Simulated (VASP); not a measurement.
A run of VASP 6.6.1 is set up as follows.

Contents of INCAR:

```
PREC = Accurate
ENCUT = 520
EDIFF = 1E-7
ISMEAR = -1
SIGMA = 0.1
LREAL = F
LASPH = T
NELM = 150
ALGO = Normal
ISIF = 2
LWAVE = F
LCHARG = T
ISPIN = 2
MAGMOM = 3.5 0
LORBIT = 11
LMAXMIX = 4
GGA = PS
LELF = T
LVHAR = T
NBANDS = 20
```

KPOINTS

```
regular mesh
0
Gamma
  8 8 6
```

File POSCAR:

```
FePt
1.0
    2.6679027671      0.0000000000      0.0000000000
    0.0000000000      2.6679027671      0.0000000000
    0.0000000000      0.0000000000      3.6440603244
Fe Pt
1 1
Direct
    0.0000000000      0.0000000000      0.0000000000
    0.5000000000      0.5000000000      0.5000000000
```

Potentials or basis: VASP PAW PBE potentials, release 64 (Fe, Pt).

Launch:

```console
$ cat potpaw_PBE.64/Fe/POTCAR potpaw_PBE.64/Pt/POTCAR > POTCAR
$ mpirun -np 1 vasp_std > vasp.out
```

**Question.** What does it give for the site moments?

**Answer.** Fe +2.82; Pt +0.35 μB.

**Question.** Estimate the net moment.

**Answer.** 3.21 μB per cell.

Stress tensor (GPa, compression positive):
```
8.39 0.00 0.00
0.00 8.39 0.00
0.00 0.00 9.50
```

Caveat: the cell stands under pressure; the PAW data sets were made with another functional, which shifts forces and pressure a little.
